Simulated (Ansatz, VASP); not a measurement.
**One calculation of CsBr, two programs**

INCAR

```
SYSTEM = CsBr
PREC = Accurate
ENCUT = 500
EDIFF = 1E-6
ISMEAR = -1
SIGMA = 0.02
LREAL = .FALSE.
LASPH = .TRUE.
NELM = 120
ALGO = Normal
ISIF = 2
LWAVE = .FALSE.
LCHARG = .TRUE.
GGA = PE
LELF = .TRUE.
LVHAR = .TRUE.
NBANDS = 15
GGA_COMPAT = .FALSE.
```

Contents of KPOINTS:

```
regular mesh
0
G
  6 6 6
  0 0 0
```

File POSCAR:

```
CsBr
1.0
    4.2819260788      0.0000000000      0.0000000000
    0.0000000000      4.2819260788      0.0000000000
    0.0000000000      0.0000000000      4.2819260788
Cs Br
1 1
Direct
    0.0000000000      0.0000000000      0.0000000000
    0.5000000000      0.5000000000      0.5000000000
```

Input for Ansatz:

```yaml
crystal:
  lattice:
    - [4.2819260788, 0.0, 0.0]
    - [0.0, 4.2819260788, 0.0]
    - [0.0, 0.0, 4.2819260788]
  atoms:
    - { symbol: Cs, position: [0.0, 0.0, 0.0] }
    - { symbol: Br, position: [0.5, 0.5, 0.5] }
kpoints:
  mp_grid: { grid: [6, 6, 6] }
scf:
  occupations: { method: fermi_dirac, width: 0.02 }
hamiltonian:
  xc: pbe
  pseudopotentials: { kind: all_electron, lapw: { basis_error: 0.00025 } }
output:
  forces: true
  stress: true
  eigenvalues: true
```

Change from the starting cell: volume scaled by 0.97.

Alike in both runs: task single point; functional PBE; k mesh 6 × 6 × 6; occupations fermi-dirac, width 0.02 eV; no spin polarisation.

|  | VASP | Ansatz |
| --- | --- | --- |
| version | VASP 6.6.1 | Ansatz 0.2.0 |
| potentials or method | VASP PAW PBE potentials, release 64 (Cs_sv, Br), cutoff 500 eV | all-electron LAPW, scalar-relativistic |

```tsv
	VASP	Ansatz	Ansatz less VASP
gap on the k mesh at the Fermi level (eV)	4.53	4.54	+0.010
pressure (GPa)	1.2	1.1	-0.05
```

Ansatz ran all-electron here, and VASP with PAW potentials.

Neither program's run includes spin-orbit coupling.
